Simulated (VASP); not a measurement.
Write the native input for VASP 6.6.1 that does the following.

```yaml
Task: single point
Functional: PBE
Potentials_or_basis: VASP PAW PBE potentials, release 64 (Al, Co)
Cutoff: 520 eV
k_mesh: 22 × 22 × 22
Occupations: gaussian, width 0.15 eV
Spin: no spin polarisation
Dipole_correction: no
Further_INCAR_settings: ALGO = Fast; EDIFF = 1e-06; NBANDS = 13
```

The structure of AlCo lies in POSCAR:

```
AlCo
1.0
    2.8519024094      0.0000000000      0.0000000000
    0.0000000000      2.8519024094      0.0000000000
    0.0000000000      0.0000000000      2.8519024094
Al Co
1 1
Direct
    0.0000000000      0.0000000000      0.0000000000
    0.5101221954      0.5101221954      0.5101221954
```

This cell differs from its parent crystal: all Co atoms moved -0.050 Å, as atom 2 towards its neighbour atom 1 (Al) at 2.470 Å.

One way to write it, as run:

INCAR

```
PREC = Accurate
ENCUT = 520
EDIFF = 1E-6
ISMEAR = 0
SIGMA = 0.15
LREAL = False
LASPH = True
NELM = 60
ALGO = Fast
ISIF = 2
LWAVE = False
LCHARG = False
GGA = PE
NBANDS = 13
```

KPOINTS

```
Automatic mesh
0
Gamma
  22 22 22
```

Potentials or basis: VASP PAW PBE potentials, release 64 (Al, Co).

Launch:

```bash
$ cat potpaw_PBE.64/Al/POTCAR potpaw_PBE.64/Co/POTCAR > POTCAR
$ mpirun -np 1 vasp_std > vasp.out
```

Results of the run:

- Pressure: -0.1 GPa
- Largest force: 0.366 eV/Å
- Band gap on the k mesh: zero (band 6 reaches 12.93 eV, above the bottom of band 7 at 10.31 eV)

Caveat: the cell differs from its parent crystal (all Co atoms moved -0.050 Å, as atom 2 towards its neighbour atom 1 (Al) at 2.470 Å).

Wall time 2.8 min on 1 thread of Intel(R) Xeon(R) Platinum 8488C (Sapphire Rapids), with other jobs on the host, peak memory 0.42 GiB.
